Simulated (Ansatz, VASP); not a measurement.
**Two plane-wave programs on Si7Ge**

```xyz
8
Lattice="5.1946 0.0000 0.0000 0.0000 5.1946 0.0000 0.0000 0.0000 5.6047" Properties=species:S:1:pos:R:3 pbc="T T T"
Si    1.3113    1.3113    1.4148
Si    0.0000    2.5973    2.8023
Si    2.5973    2.5973    0.0000
Si    2.5973    0.0000    2.8023
Si    3.8833    1.3113    4.1899
Si    3.8833    3.8833    1.4148
Si    1.3113    3.8833    4.1899
Ge    0.0000    0.0000    0.0000
```

Change from the starting cell: strain -0.050 along x and y, +0.025 along z, atoms carried along.

Alike in both runs: task single point; functional r2SCAN; k mesh 6 × 6 × 6; occupations gaussian, width 0.05 eV; no spin polarisation.

|  | VASP | Ansatz |
| --- | --- | --- |
| version | VASP 6.6.1 | Ansatz 0.2.0 |
| potentials or method | VASP PAW PBE potentials, release 64 (Si, Ge_d), cutoff 520 eV | scalar-relativistic, plane waves, PAW |
| valence electrons in the cell | 42 | 42 |

|  | VASP | Ansatz | Ansatz less VASP |
| --- | --- | --- | --- |
| gap on the k mesh at the Fermi level (eV) | 0.12 | 0.11 | -0.011 |
| least direct gap on the mesh (eV) | 0.12 | 0.11 | -0.011 |
| pressure (GPa) | 8.2 | 8.4 | +0.22 |
| traceless stress, the component that is largest in VASP (GPa) | -6.04 | -6.01 | +0.029 |
| rms of the force components (eV/Å) | 0.017 | 0.014 | -0.0028 |

VASP's potentials were made for PBE, not for r2SCAN. Atom by atom the forces differ by 0.008 eV/Å (rms over components).
